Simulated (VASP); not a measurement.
# Mo (R-3m) in VASP: single point with PBE

Aim: the single point of Mo with PBE.

Everything below comes from runs of VASP 6.6.1. Logs are shortened: lines on timing, memory, paths and dates and some standing lists are left out, and cuts for length are marked.

## (1) The cell of the first run

The typed cell holds 6 atoms: a = 4.473 Å, b = 4.473 Å, c = 5.468 Å, α = 90.00°, β = 90.00°, γ = 120.00°.

## (2) Single point, PBE

INCAR reads:

```
SYSTEM = Mo
ALGO = Fast
EDIFF = 1E-6
ENCUT = 520
GGA = PE
ISIF = 2
ISMEAR = 0
LASPH = .TRUE.
LCHARG = .FALSE.
LREAL = .FALSE.
LWAVE = .FALSE.
NBANDS = 51
NELM = 60
PREC = Accurate
SIGMA = 0.1
```

KPOINTS reads:

```
k-points
0
G
  12 12 8
  0 0 0
```

POSCAR reads:

```
Mo
1.0
    0.0000000000      3.1630916395     -3.1630916395
    3.1630916395     -3.1630916395      0.0000000000
   -3.1569472457     -3.1569472457     -3.1569472457
Mo
6
Direct
    0.6666666667      0.3333333333      0.8333333333
    0.3333333333      0.6666666667      0.6666666667
    0.0000000000      0.0000000000      0.5000000000
    0.6666666667      0.3333333333      0.3333333333
    0.3333333333      0.6666666667      0.1666666667
    0.0000000000      0.0000000000      0.0000000000
```

Potentials or basis: VASP PAW PBE potentials, release 64 (Mo_sv).

Run with:

```console
cat potpaw_PBE.64/Mo_sv/POTCAR > POTCAR
mpirun -np 1 vasp_std > vasp.out
```

OUTCAR:

```text
SYSTEM = Mo
   EDIFF = 1E-6
   ENCUT = 520
   GGA = PE
   ISIF = 2
   ISMEAR = 0
   LASPH = .TRUE.
   LREAL = .FALSE.
   NELM = 60
   PREC = Accurate

 ion  position               nearest neighbor table
   1  0.667  0.333  0.833-   4 2.73   4 2.73   2 2.74   2 2.74   6 2.74   6 2.74   6 2.74   2 2.74
                             3 3.16   5 3.16   5 3.16   3 3.16   3 3.16   5 3.16
   2  0.333  0.667  0.667-   5 2.73   5 2.73   1 2.74   1 2.74   3 2.74   3 2.74   3 2.74   1 2.74
                             6 3.16   4 3.16   4 3.16   6 3.16   6 3.16   4 3.16
   3  0.000  0.000  0.500-   6 2.73   6 2.73   2 2.74   4 2.74   4 2.74   2 2.74   4 2.74   2 2.74
                             1 3.16   5 3.16   1 3.16   1 3.16   5 3.16   5 3.16
   4  0.667  0.333  0.333-   1 2.73   1 2.73   5 2.74   5 2.74   3 2.74   3 2.74   3 2.74   5 2.74
                             6 3.16   2 3.16   2 3.16   6 3.16   6 3.16   2 3.16
   5  0.333  0.667  0.167-   2 2.73   2 2.73   4 2.74   4 2.74   6 2.74   6 2.74   6 2.74   4 2.74
                             3 3.16   1 3.16   1 3.16   3 3.16   3 3.16   1 3.16
   6  0.000  0.000  0.000-   3 2.73   3 2.73   5 2.74   1 2.74   1 2.74   5 2.74   1 2.74   5 2.74
                             2 3.16   4 3.16   2 3.16   4 3.16   2 3.16   4 3.16

  LATTYP: Found a hexagonal cell.
 ALAT       =     4.4732870956
 C/A-ratio  =     1.2223657703

  Lattice vectors:

 A1 = (   0.0000000000,   3.1630916395,  -3.1630916395)
 A2 = (   3.1630916395,  -3.1630916395,   0.0000000000)
 A3 = (  -3.1569472457,  -3.1569472457,  -3.1569472457)

Analysis of symmetry for initial positions (statically):
=====================================================================
 Subroutine PRICEL returns following result:

  LATTYP: Found a trigonal (rhomboedric) cell.
 ALAT       =     2.7387269801
 COS(alpha) =    -0.3339085862

  Lattice vectors:

 A1 = (  -1.5805217541,   1.5825698851,  -1.5805217541)
 A2 = (   1.5825698854,  -1.5805217544,  -1.5805217541)
 A3 = (  -1.5805217541,  -1.5805217535,   1.5825698854)

   6 primitive cells build up your supercell.

 Routine SETGRP: Setting up the symmetry group for a
 hexagonal supercell.

 Subroutine GETGRP returns: Found 12 space group operations
 (whereof 12 operations were pure point group operations)
 out of a pool of 24 trial point group operations.

The static configuration has the point symmetry D_3d.

Analysis of symmetry for dynamics (positions and initial velocities):
=====================================================================
[... 118 lines left out ...]
   NELM   =     60;   NELMIN=  2; NELMDL= -5     # of ELM steps
   EDIFF  = 0.1E-05   stopping-criterion for ELM
   LREAL  =      F    real-space projection
   EDIFFG = 0.1E-04   stopping-criterion for IOM
   NSW    =      0    number of steps for IOM
   IBRION =     -1    ionic relax: 0-MD 1-quasi-New 2-CG
   NFREE  =      0    steps in history (QN), initial steepest desc. (CG)
   ISIF   =      2    stress and relaxation
   ISYM   =      2    0-nonsym 1-usesym 2-fastsym
   POTIM  = 0.5000    time-step for ionic-motion
   TEBEG  =    0.0;   TEEND  =   0.0 temperature during run
   PSTRESS=    0.0 pullay stress
   NELECT =      84.0000    total number of electrons
   NUPDOWN=      -1.0000    fix difference up-down
   EMIN   =  10.00;   EMAX   =-10.00  energy-range for DOS
   EFERMI =   0.00;   METHOD = LEGACY
   ISMEAR =     0;   SIGMA  =   0.10  broadening in eV -4-tet -1-fermi 0-gaus
   EFERMI_NEDOS =   21; number of points for ismear=-14 and -15
   IALGO  =     68    algorithm
   IMIX   =      4    mixing-type and parameters
     AMIX     =   0.40;   BMIX     =  1.00
     AMIX_MAG =   1.60;   BMIX_MAG =  1.00
  volume/ion in A,a.u.               =      15.79       106.58
  Fermi-wavevector in a.u.,A,eV,Ry     =   1.572644  2.971867 33.650073  2.473211
  Thomas-Fermi vector in A             =   2.674048
   LORBIT       =      0    0 simple, 1 ext, 2 COOP (PROOUT), +10 PAW based schemes
   GGA     = PE    functional components
   LHFCALC =     F    Hartree Fock is set to
   AEXX    =    0.0000 exact exchange contribution
   IVDW    =     0    specifies the selected vdW correction
   LEPSILON=     F    determine dielectric tensor
   LRPA    =     F    only Hartree local field effects (RPA)
 non-spin polarized calculation
 RMM-DIIS sequential band-by-band and
 Gauss-broadening in eV      SIGMA  =   0.10
  energy-cutoff  :      520.00
  volume of cell :       94.76
 maximum number of plane-waves:      2574
 NGX is ok and might be reduce to    36
   NGX = 17   NGY = 17   NGZ = 21

 number of electron      84.0000002 magnetization

 Free energy of the ion-electron system (eV)
  ---------------------------------------------------
  ext. energy  EPLUGINS =         0.00000000
  ---------------------------------------------------
  free energy    TOTEN  =       -65.63214313 eV

  energy without entropy =      -65.61696406  energy(sigma->0) =      -65.62455359

 E-fermi :  12.4269     XC(G=0): -13.3333

 val. band max:       12.4222801991   @ k =   0.4167   0.1667   0.3750
 cond. band min:      12.4279610231   @ k =   0.3333   0.0833   0.5000
 fundamental gap:      0.0056808239
 Fermi energy:        12.4268833722

 k-point     1 :       0.0000    0.0000    0.0000
  band No.  band energies     occupation
      1     -48.8551      2.00000
      2     -48.6224      2.00000
      3     -48.6224      2.00000
      4     -48.5702      2.00000
      5     -48.5702      2.00000
      6     -48.4223      2.00000
[... 1285 lines left out ...]
     50      14.7426      0.00000
     51      14.8078      0.00000

 [... further k-points ...]
[... 5 lines left out ...]
  --------------------------------------------------------------------------------------
  -------------------------------------------------------------------------------------
  Total        0.3004346      0.3004346      0.3004346     -0.0006010     -0.0006010     -0.0006010
  in kB        5.0798214      5.0798214      5.0798214     -0.0101610     -0.0101610     -0.0101610
  external PRESSURE =       5.0798214 kB  Pullay stress =       0.0000000 kB

 VOLUME and BASIS-vectors are now :
 -----------------------------------------------------------------------------
  energy-cutoff  :      520.00
  volume of cell :       94.76
      direct lattice vectors                 reciprocal lattice vectors
     0.000000000  3.163091640 -3.163091640     0.105382130  0.105382130 -0.210764259
     3.163091640 -3.163091640  0.000000000     0.210764259 -0.105382130 -0.105382130
    -3.156947246 -3.156947246 -3.156947246    -0.105587236 -0.105587236 -0.105587236

 POSITION                                       TOTAL-FORCE (eV/Angst)
 -----------------------------------------------------------------------------------
     -1.57643     -1.57643     -4.73952         0.000000      0.000000      0.000000
      0.00410     -3.15900     -3.15900        -0.000000     -0.000000     -0.000000
     -1.57847     -1.57847     -1.57847         0.000000     -0.000000      0.000000
      0.00205      0.00205     -3.16104         0.000000      0.000000      0.000000
      1.58257     -1.58052     -1.58052        -0.000000     -0.000000     -0.000000
      0.00000      0.00000      0.00000         0.000000      0.000000      0.000000
 -----------------------------------------------------------------------------------
    total drift:                               -0.000000     -0.000000     -0.000000

  FREE ENERGIE OF THE ION-ELECTRON SYSTEM (eV)
  ---------------------------------------------------
  free  energy   TOTEN  =       -65.6321431266 eV

  energy  without entropy=      -65.6169640615  energy(sigma->0) =      -65.62455359
```

OSZICAR:

```text
N       E                     dE             d eps       ncg     rms          rms(c)
DAV:   1     0.105267723073E+04    0.10527E+04   -0.51760E+04 13362   0.174E+03
DAV:   2    -0.271486959386E+02   -0.10798E+04   -0.10562E+04 14502   0.552E+02
DAV:   3    -0.686944465380E+02   -0.41546E+02   -0.40221E+02 17557   0.965E+01
DAV:   4    -0.696092966016E+02   -0.91485E+00   -0.90499E+00 15912   0.118E+01
DAV:   5    -0.696330314179E+02   -0.23735E-01   -0.23676E-01 16897   0.172E+00    0.352E+01
RMM:   6    -0.660606143566E+02    0.35724E+01   -0.72906E+00 13402   0.144E+01    0.106E+01
RMM:   7    -0.656172859436E+02    0.44333E+00   -0.38354E+00 14123   0.830E+00    0.314E+00
RMM:   8    -0.656289485370E+02   -0.11663E-01   -0.36702E-01 15513   0.269E+00    0.110E+00
RMM:   9    -0.656303223495E+02   -0.13738E-02   -0.10527E-01 16164   0.108E+00    0.965E-02
RMM:  10    -0.656321213966E+02   -0.17990E-02   -0.18820E-02 17854   0.406E-01    0.134E-01
RMM:  11    -0.656321072385E+02    0.14158E-04   -0.21429E-03 17051   0.163E-01    0.512E-02
RMM:  12    -0.656321327564E+02   -0.25518E-04   -0.47268E-04 17144   0.784E-02    0.172E-02
RMM:  13    -0.656321399065E+02   -0.71501E-05   -0.12062E-04 17484   0.351E-02    0.138E-02
RMM:  14    -0.656321422160E+02   -0.23095E-05   -0.34236E-05 16124   0.243E-02    0.201E-03
RMM:  15    -0.656321433256E+02   -0.11096E-05   -0.11273E-05 13513   0.872E-03    0.283E-03
RMM:  16    -0.656321431266E+02    0.19908E-06   -0.21964E-06 10417   0.327E-03
   1 F= -.65632143E+02 E0= -.65624554E+02  d E =-.151791E-01
```

stdout:

```text
POSCAR found type information on POSCAR Mo
 POSCAR found :  1 types and       6 ions
 scaLAPACK will be used
 LDA part: xc-table for (Slater+PW92), standard interpolation
 POSCAR, INCAR and KPOINTS ok, starting setup
 FFT: planning ... GRIDC
 FFT: planning ... GRID_SOFT
 FFT: planning ... GRID
 WAVECAR not read
 entering main loop
```

It took 10 min on 1 thread of Oxide Virtual Turin-like, shared host; peak memory 0.48 GiB.

Results:

```yaml
Free_energy: -65.6321 eV
Pressure: 0.5 GPa
Band_gap_on_the_k_mesh: zero (bands 42 and 43 overlap by 1.52 eV)
```
